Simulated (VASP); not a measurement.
Crystal: HfSnO4.

```
CELL_PARAMETERS angstrom
3.41522 -3.38961 0.00000
3.41522 3.38961 0.00000
0.00000 0.00000 3.20137
ATOMIC_POSITIONS crystal
Hf 0.50000 0.50000 0.50000
Sn 0.00000 0.00000 0.00000
O 0.19379 0.19379 0.50000
O 0.80621 0.80621 0.50000
O 0.69573 0.30427 0.00000
O 0.30427 0.69573 0.00000
```

Base run:

```yaml
Program: VASP 6.6.1
Functional: r2SCAN
Potentials_or_basis: VASP PAW PBE potentials, release 64 (Hf_pv, Sn_d, O)
Cutoff: 520 eV
k_mesh: 6 × 6 × 8
Occupations: gaussian, width 0.01 eV
Spin: no spin polarisation
```

Its results: band gap on the k mesh 3.04 eV; pressure -1.1 GPa; largest force 0.273 eV/Å.

Task: The run is repeated on the same cell with these changes: functional from r2SCAN to PBE; occupations from gaussian, width 0.01 eV to fermi-dirac, width 0.02 eV. What comes out?

Result: Band gap on the k mesh 2.39 eV; pressure 5.2 GPa; largest force 0.385 eV/Å.

Caveats: spin-orbit coupling is left out, which moves the levels of the heavy elements; the PAW data sets were made with another functional, which shifts forces and pressure a little (at least some runs); the cell stands under pressure (at least some runs).

A k mesh can miss the band edges.
